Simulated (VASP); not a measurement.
# As in VASP: a series of runs

The runs below take As through single point, with PBE.

Program: VASP 6.6.1. These are calculated values, not measurements. Logs are shortened: lines on timing, memory, paths and dates and some standing lists are left out, and cuts for length are marked.

## (1) The cell of the first run

The cell holds a slab with vacuum, 2 atoms: a = 3.439 Å, b = 3.439 Å, c = 28.000 Å, α = 90.00°, β = 90.00°, γ = 120.00°.

## (2) Single point, PBE

File INCAR:

```
ALGO = Normal ; DIPOL = 0.5 0.5 0.500
EDIFF = 1E-7 ; ENCUT = 520
GGA = PE ; IDIPOL = 3
ISIF = 2 ; ISMEAR = 0
LASPH = True ; LCHARG = False
LDIPOL = True ; LREAL = False
LWAVE = False ; NBANDS = 12
NELM = 60 ; PREC = Accurate
SIGMA = 0.02
```

File KPOINTS:

```
k-points
0
Gamma
  9 9 1
```

File POSCAR:

```
As
1.0
    3.4390000000      0.0000000000      0.0000000000
   -1.7195000000      2.9782613636      0.0000000000
    0.0000000000      0.0000000000     28.0000000000
As
2
Direct
    0.3333333333      0.6666666667      0.5053214286
    0.6666666667      0.3333333333      0.4946785714
```

Potentials or basis: VASP PAW PBE potentials, release 64 (As).

Launch:

```sh
$ cat potpaw_PBE.64/As/POTCAR > POTCAR
$ mpirun -np 1 vasp_std > vasp.out
```

OUTCAR:

```text
EDIFF = 1E-7
   ENCUT = 520
   GGA = PE
   ISIF = 2
   ISMEAR = 0
   LASPH = True
   LREAL = False
   NELM = 60
   PREC = Accurate

 ion  position               nearest neighbor table
   1  0.333  0.667  0.505-   2 2.01   2 2.01   2 2.01
   2  0.667  0.333  0.495-   1 2.01   1 2.01   1 2.01

  LATTYP: Found a hexagonal cell.
 ALAT       =     3.4390000000
 C/A-ratio  =     8.1419017156

  Lattice vectors:

 A1 = (   3.4390000000,   0.0000000000,   0.0000000000)
 A2 = (  -1.7195000000,   2.9782613636,   0.0000000000)
 A3 = (   0.0000000000,   0.0000000000,  28.0000000000)

Analysis of symmetry for initial positions (statically):
=====================================================================
 Subroutine PRICEL returns:
 Original cell was already a primitive cell.

 Routine SETGRP: Setting up the symmetry group for a
 hexagonal supercell.

 Subroutine GETGRP returns: Found 12 space group operations
 (whereof 12 operations were pure point group operations)
 out of a pool of 24 trial point group operations.

The static configuration has the point symmetry D_3d.

Analysis of symmetry for dynamics (positions and initial velocities):
=====================================================================
 Subroutine PRICEL returns:
 Original cell was already a primitive cell.

 Routine SETGRP: Setting up the symmetry group for a
 hexagonal supercell.

 Subroutine GETGRP returns: Found 12 space group operations
 (whereof 12 operations were pure point group operations)
 out of a pool of 24 trial point group operations.

The dynamic configuration has the point symmetry D_3d.

 Subroutine INISYM returns: Found 12 space group operations
 (whereof 12 operations are pure point group operations),
 and found     1 'primitive' translations

----------------------------------------------------------------------------------------

                                     Primitive cell

  volume of cell :     286.7827

  direct lattice vectors                    reciprocal lattice vectors
     3.439000000  0.000000000  0.000000000     0.290782204  0.167883184  0.000000000
    -1.719500000  2.978261364  0.000000000     0.000000000  0.335766368  0.000000000
     0.000000000  0.000000000 28.000000000     0.000000000  0.000000000  0.035714286

  length of vectors
     3.439000000  3.439000000 28.000000000     0.335766368  0.335766368  0.035714286

  position of ions in fractional coordinates (direct lattice)
     0.333333333  0.666666667  0.505321429
     0.666666667  0.333333333  0.494678571

  ion indices of the primitive-cell ions
   primitive index   ion index
                 1           1
                 2           2

----------------------------------------------------------------------------------------

 KPOINTS: k-points

Automatic generation of k-mesh.
 Grid dimensions read from file:
 generate k-points for:    9    9    1

 Generating k-lattice:

  Cartesian coordinates                     Fractional coordinates (reciprocal lattice)
     0.032309134  0.018653687  0.000000000     0.111111111  0.000000000  0.000000000
     0.000000000  0.037307374  0.000000000     0.000000000  0.111111111  0.000000000
     0.000000000  0.000000000  0.035714286     0.000000000  0.000000000  1.000000000

  Length of vectors
     0.037307374  0.037307374  0.035714286

  Shift w.r.t. Gamma in fractional coordinates (k-lattice)
     0.000000000  0.000000000  0.000000000

 Subroutine IBZKPT returns following result:
 ===========================================

 Found     12 irreducible k-points:

 Following reciprocal coordinates:
            Coordinates               Weight
  0.000000  0.000000  0.000000      1.000000
  0.111111  0.000000  0.000000      6.000000
  0.222222 -0.000000  0.000000      6.000000
  0.333333 -0.000000  0.000000      6.000000
  0.444444 -0.000000  0.000000      6.000000
  0.111111  0.111111  0.000000      6.000000
  0.222222  0.111111  0.000000     12.000000
  0.333333  0.111111  0.000000     12.000000
  0.444444  0.111111  0.000000      6.000000
  0.222222  0.222222  0.000000      6.000000
  0.333333  0.222222  0.000000     12.000000
  0.333333  0.333333  0.000000      2.000000
   k-points           NKPTS =     12   k-points in BZ     NKDIM =     12   number of bands    NBANDS=     12
   number of dos      NEDOS =    301   number of ions     NIONS =      2
   total plane-waves  NPLWV = 164640
   dimension x,y,z NGX =    28 NGY =   28 NGZ =  210
   dimension x,y,z NGXF=    56 NGYF=   56 NGZF=  420
   ions per type =               2
   NGX,Y,Z   is equivalent  to a cutoff of  13.54, 13.54, 12.47 a.u.
   NGXF,Y,Z  is equivalent  to a cutoff of  27.07, 27.07, 24.94 a.u.
 SYSTEM =  unknown system
   PREC   = accura    normal or accurate (medium, high low for compatibility)
   ISTART =      0    job   : 0-new  1-cont  2-samecut
   ICHARG =      2    charge: 1-file 2-atom 10-const
   ISPIN  =      1    spin polarized calculation?
   LNONCOLLINEAR =      F non collinear calculations
   LSORBIT =      F    spin-orbit coupling
   LASPH  =      T    aspherical Exc in radial PAW
   ENCUT  =  520.0 eV  38.22 Ry    6.18 a.u.   6.39  6.39 52.06*2*pi/ulx,y,z
   NELM   =     60;   NELMIN=  2; NELMDL= -5     # of ELM steps
   EDIFF  = 0.1E-06   stopping-criterion for ELM
   LREAL  =      F    real-space projection
   EDIFFG = 0.1E-05   stopping-criterion for IOM
   NSW    =      0    number of steps for IOM
   IBRION =     -1    ionic relax: 0-MD 1-quasi-New 2-CG
   NFREE  =      0    steps in history (QN), initial steepest desc. (CG)
   ISIF   =      2    stress and relaxation
   ISYM   =      2    0-nonsym 1-usesym 2-fastsym
   POTIM  = 0.5000    time-step for ionic-motion
   TEBEG  =    0.0;   TEEND  =   0.0 temperature during run
   PSTRESS=    0.0 pullay stress
   NELECT =      10.0000    total number of electrons
   NUPDOWN=      -1.0000    fix difference up-down
   EMIN   =  10.00;   EMAX   =-10.00  energy-range for DOS
   EFERMI =   0.00;   METHOD = LEGACY
   ISMEAR =     0;   SIGMA  =   0.02  broadening in eV -4-tet -1-fermi 0-gaus
   EFERMI_NEDOS =   21; number of points for ismear=-14 and -15
   IALGO  =     38    algorithm
   IMIX   =      4    mixing-type and parameters
     AMIX     =   0.40;   BMIX     =  1.00
     AMIX_MAG =   1.60;   BMIX_MAG =  1.00
  volume/ion in A,a.u.               =     143.39       967.65
  Fermi-wavevector in a.u.,A,eV,Ry     =   0.534840  1.010701  3.891998  0.286054
  Thomas-Fermi vector in A             =   1.559430
   LORBIT       =      0    0 simple, 1 ext, 2 COOP (PROOUT), +10 PAW based schemes
   GGA     = PE    functional components
   LHFCALC =     F    Hartree Fock is set to
   AEXX    =    0.0000 exact exchange contribution
   IVDW    =     0    specifies the selected vdW correction
   LEPSILON=     F    determine dielectric tensor
   LRPA    =     F    only Hartree local field effects (RPA)
 non-spin polarized calculation
 Gauss-broadening in eV      SIGMA  =   0.02
  energy-cutoff  :      520.00
  volume of cell :      286.78
 maximum number of plane-waves:      7779
 NGX is ok and might be reduce to    28
   NGX = 13   NGY = 13   NGZ =105

 number of electron      10.0000000 magnetization

 dipolmoment           0.000000      0.000000     -0.000000 electrons x Angstroem

 Free energy of the ion-electron system (eV)
  ---------------------------------------------------
  ext. energy  EPLUGINS =         0.00000000
  ---------------------------------------------------
  free energy    TOTEN  =        -2.78431834 eV

  energy without entropy =       -2.78206828  energy(sigma->0) =       -2.78319331

 E-fermi :  -2.0232     XC(G=0):  -1.6997

 val. band max:       -2.0258824614   @ k =   0.1111   0.0000   0.0000
 cond. band min:      -1.7993616048   @ k =   0.3333  -0.0000   0.0000
 fundamental gap:      0.2265208565
 Fermi energy:        -2.0231835156

 k-point     1 :       0.0000    0.0000    0.0000
  band No.  band energies     occupation
      1     -20.7561      2.00000
      2      -9.1176      2.00000
      3      -6.9125      2.00000
      4      -6.9125      2.00000
      5      -2.8697      2.00000
      6      -0.7613      0.00000
      7      -0.6542      0.00000
      8      -0.6542      0.00000
      9       1.0649      0.00000
     10       1.4126      0.00000
     11       1.8223      0.00000
     12       1.8763      0.00000

 k-point     2 :       0.1111    0.0000    0.0000
  band No.  band energies     occupation
      1     -20.5636      2.00000
      2      -8.9903      2.00000
      3      -8.3747      2.00000
      4      -7.3117      2.00000
      5      -2.0259      1.15135
      6      -0.6190      0.00000
      7      -0.3510      0.00000
      8       0.1213      0.00000
      9       1.2699      0.00000
     10       1.6143      0.00000
     11       2.0149      0.00000
     12       2.0307      0.00000

 k-point     3 :       0.2222   -0.0000    0.0000
  band No.  band energies     occupation
      1     -19.9916      2.00000
      2     -10.9606      2.00000
      3      -8.3047      2.00000
      4      -8.0934      2.00000
      5      -2.5061      2.00000
      6      -0.5100      0.00000
      7       1.1785      0.00000
      8       1.8909      0.00000
      9       2.0108      0.00000
     10       2.1546      0.00000
     11       2.2755      0.00000
     12       2.6535      0.00000
[... 106 lines left out ...]
 k-point    11 :       0.3333    0.2222    0.0000
  band No.  band energies     occupation
      1     -17.4119      2.00000
      2     -15.2940      2.00000
      3     -11.1353      2.00000
      4      -5.7915      2.00000
      5      -3.7221      2.00000
      6       0.4184      0.00000
      7       1.6242      0.00000
      8       3.3260      0.00000
      9       3.5571      0.00000
     10       5.0924      0.00000
     11       5.3884      0.00000
     12       5.4827      0.00000

 k-point    12 :       0.3333    0.3333    0.0000
  band No.  band energies     occupation
      1     -16.3207      2.00000
      2     -16.3207      2.00000
      3     -11.7045      2.00000
      4      -4.7364      2.00000
      5      -4.7364      2.00000
      6       1.0720      0.00000
      7       3.2691      0.00000
      8       3.2691      0.00000
      9       3.6126      0.00000
     10       5.0147      0.00000
     11       5.0147      0.00000
     12       6.0952      0.00000

------------------------ aborting loop because EDIFF is reached ----------------------------------------

 vacuum level on the upper side and lower side of the slab       (xc-potential included)        -0.009        -0.009

  FORCE on cell =-STRESS in cart. coord.  units (eV):
  Direction    XX          YY          ZZ          XY          YZ          ZX
  --------------------------------------------------------------------------------------
  -------------------------------------------------------------------------------------
  Total       28.5148242     28.5148242      1.2908453      0.0000000      0.0000000      0.0000000
  in kB      159.3045814    159.3045814      7.2116022      0.0000000      0.0000000      0.0000000
  external PRESSURE =     108.6069217 kB  Pullay stress =       0.0000000 kB

 VOLUME and BASIS-vectors are now :
 -----------------------------------------------------------------------------
  energy-cutoff  :      520.00
  volume of cell :      286.78
      direct lattice vectors                 reciprocal lattice vectors
     3.439000000  0.000000000  0.000000000     0.290782204  0.167883184  0.000000000
    -1.719500000  2.978261364  0.000000000     0.000000000  0.335766368  0.000000000
     0.000000000  0.000000000 28.000000000     0.000000000  0.000000000  0.035714286

 POSITION                                       TOTAL-FORCE (eV/Angst)
 -----------------------------------------------------------------------------------
     -0.00000      1.98551     14.14900        -0.000000      0.000000      4.341339
      1.71950      0.99275     13.85100         0.000000     -0.000000     -4.341339
 -----------------------------------------------------------------------------------
    total drift:                                0.000000      0.000000      0.000000

  FREE ENERGIE OF THE ION-ELECTRON SYSTEM (eV)
  ---------------------------------------------------
  free  energy   TOTEN  =        -2.7843183400 eV

  energy  without entropy=       -2.7820682849  energy(sigma->0) =       -2.78319331

 vacuum level on the upper side and lower side of the slab         1.377         1.377
```

Wall time 89 s (1 thread of Intel Xeon Platinum 8259CL at 2.50GHz (Skylake/Cascade Lake), shared host); peak memory 0.39 GiB.

What came out:

| Item | Value |
| --- | --- |
| Free energy | -2.7843 eV |
| Largest force | 4.341 eV/Å |
| Band gap on the k mesh | zero (bands 5 and 6 overlap by 2.14 eV) |

Forces on the atoms (eV/Å):
```
As   0.000  0.000  4.341
As   0.000  0.000 -4.341
```

Levels at points of the mesh, in eV from the Fermi level:
| k point | band 3 | band 4 | band 5 | band 6 | band 7 | band 8 |
| --- | --- | --- | --- | --- | --- | --- |
| (0.00, 0.00, 0.00) | -4.89 | -4.89 | -0.85 | 1.26 | 1.37 | 1.37 |

## (3) Single point, PBE

File INCAR:

```
SYSTEM = As
PREC     = Accurate       ! precision mode
ENCUT    = 520            ! plane-wave cutoff, eV
EDIFF    = 1E-6           ! SCF threshold, eV
ISMEAR   = 0              ! smearing method
SIGMA    = 0.02           ! smearing width, eV
LREAL    = .FALSE.        ! projectors in reciprocal space
LASPH    = .TRUE.         ! aspherical terms in the spheres
NELM     = 100            ! most SCF steps
ALGO     = Normal         ! electronic algorithm
ISIF     = 2              ! what is computed and relaxed
LWAVE    = .FALSE.        ! write WAVECAR
LCHARG   = .FALSE.        ! write CHGCAR
LDIPOL   = .TRUE.       
IDIPOL   = 3            
DIPOL    = 0.5 0.5 0.500
GGA      = PE             ! functional
NBANDS   = 12             ! bands
```

File KPOINTS:

```
Automatic mesh
0
G
  9 9 1
  0 0 0
```

File POSCAR:

```
As
1.0
    3.4390000000      0.0000000000      0.0000000000
   -1.7195000000      2.9782613636      0.0000000000
    0.0000000000      0.0000000000     28.0000000000
As
2
Direct
    0.3333333333      0.6666666667      0.5159642857
    0.6666666667      0.3333333333      0.4840357143
```

Potentials or basis: VASP PAW PBE potentials, release 64 (As).

Launch:

```sh
$ cat potpaw_PBE.64/As/POTCAR > POTCAR
$ mpirun -np 1 vasp_std > vasp.out
```

Run time: 73 s. Hardware: 1 thread of Intel Xeon Platinum 8259CL at 2.50GHz (Skylake/Cascade Lake), shared host; peak memory 0.39 GiB.

The run converged. Its results:

| Quantity | Value |
| --- | --- |
| Free energy | -6.8328 eV |
| Largest force | 7.483 eV/Å |
| Band gap on the k mesh | zero (bands 5 and 6 overlap by 0.11 eV) |

Forces in eV/Å, atoms in the order of the input:
```
As   0.000  0.000  7.483
As   0.000  0.000 -7.483
```

Levels at points of the mesh, in eV from the Fermi level:
```csv
k point,band 3,band 4,band 5,band 6,band 7,band 8
"(0.00, 0.00, 0.00)",-2.88,-2.88,-0.10,0.30,2.27,2.27
```
